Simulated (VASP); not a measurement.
Input of a VASP 6.6.1 run:

The input INCAR:

```
ALGO = Normal
EDIFF = 1E-6
ENCUT = 500
GGA = PE
GGA_COMPAT = False
ISIF = 2
ISMEAR = -1
LASPH = True
LCHARG = True
LELF = True
LREAL = False
LVHAR = True
LWAVE = False
NBANDS = 12
NELM = 120
PREC = Accurate
SIGMA = 0.1
```

Contents of KPOINTS:

```
k-points
0
Gamma
  18 18 18
```

Contents of POSCAR:

```
Au
1.0
    0.0000000000      2.0332972600      2.0332972600
    2.0332972600      0.0000000000      2.0332972600
    2.0332972600      2.0332972600      0.0000000000
Au
1
Direct
    0.0000000000      0.0000000000      0.0000000000
```

Potentials or basis: VASP PAW PBE potentials, release 64 (Au).

The run is started by

```console
$ cat potpaw_PBE.64/Au/POTCAR > POTCAR
$ mpirun -np 1 vasp_std > vasp.out
```

(1) Estimate the pressure.

(2) Predict the band gap on the k mesh.

Answers

(1) 11.1 GPa.

(2) zero (an odd number of electrons rules out a gap without spin polarisation).

Caveat: the cell stands under pressure; spin-orbit coupling is left out, which moves the levels of the heavy elements.
